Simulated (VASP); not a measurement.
**HF: single point with PBE+D3(BJ)**

The system is HF.

```xyz
24
Lattice="7.4169 0.0000 0.0000 0.0000 7.4169 0.0000 0.0000 0.0000 7.4169" Properties=species:S:1:pos:R:3 pbc="T T T"
F     1.6448   -0.1151    4.1684
F     2.7574    3.3387    2.9425
F     5.8119    2.6137    6.7133
F     1.7452    6.4493    6.6092
F     5.7241    4.6889    0.4560
F     0.6521    4.7986    4.0330
F     3.2012    4.4476    7.0621
F     5.2870    0.9007    3.2054
F     3.4759    1.5415    6.7268
F     4.3925    4.9897    2.4151
F     0.0234    7.1786    2.1721
F     3.2076    1.2255    1.7617
H     1.0279   -0.2246    3.4761
H     3.4795    3.8898    2.6164
H     4.8922    2.1721    6.6018
H     1.7912    6.8617    5.7708
H     5.6679    3.9061   -0.1459
H     1.4433    4.5339    3.6561
H     2.6029    5.1863    7.1489
H     4.4326    1.0734    2.8431
H     3.3725    1.2906    7.6456
H     4.9261    4.8383    1.6377
H    -0.8541    7.4632    2.3245
H     2.7166    2.0143    2.2422
```

```yaml
Program: VASP 6.6.1
Task: single point
Functional: PBE
Dispersion: D3(BJ)
Potentials_or_basis: VASP PAW PBE potentials, release 64 (F_h, H_h)
Cutoff: 1010 eV
k_mesh: 1 × 1 × 1
Occupations: fermi-dirac, width 0.02 eV
Spin: no spin polarisation
Dipole_correction: no
Further_INCAR_settings: LREAL = Auto; ALGO = Normal; EDIFF = 1e-06; NBANDS = 66
```

```json
{"Pressure": "0.5 GPa", "Largest force": "2.040 eV/Å", "Dispersion energy per atom": "-0.019 eV"}
```

Forces in eV/Å, atoms in the order of the input:
```
F    1.137  0.541  0.801
F   -1.133 -1.116  0.226
F   -1.706 -1.015 -0.469
F   -0.165 -0.043  1.105
F    0.353  0.309 -0.036
F   -1.166  0.293  0.470
F   -0.208 -0.098  0.334
F    0.504 -0.077  0.218
F    0.521  0.026 -0.439
F   -0.806  0.065  1.193
F    0.771 -0.243 -0.223
F   -1.140  1.158  1.107
H   -0.997 -0.275 -0.781
H    0.878  1.075 -0.205
H    1.264  0.671  0.235
H   -0.123  0.123 -0.968
H    0.079  0.036  0.331
H    1.016 -0.528 -0.441
H    0.158 -0.115 -0.528
H   -0.200 -0.216 -0.329
H   -0.201  0.101  0.125
H    0.808 -0.183 -1.318
H   -0.757  0.372  0.415
H    1.114 -0.862 -0.825
```

Stress tensor (GPa, compression positive):
```
 0.70 -0.09 -0.22
-0.09  0.02 -0.38
-0.22 -0.38  0.87
```

Levels at points of the mesh, in eV from the Fermi level:
```
           k point  band 45  band 46  band 47  band 48  band 49  band 50  band 51  band 52
(0.00, 0.00, 0.00)    -0.86    -0.74    -0.68    -0.53     5.98     8.60     8.82     9.09
```

It took 2.7 min on 1 thread of Intel(R) Xeon(R) 6975P-C (Granite Rapids), on a shared host, peak memory 0.84 GiB.

Caveat: the k points lie up to 0.85 Å⁻¹ apart, too coarse for converged energies, forces and pressures.
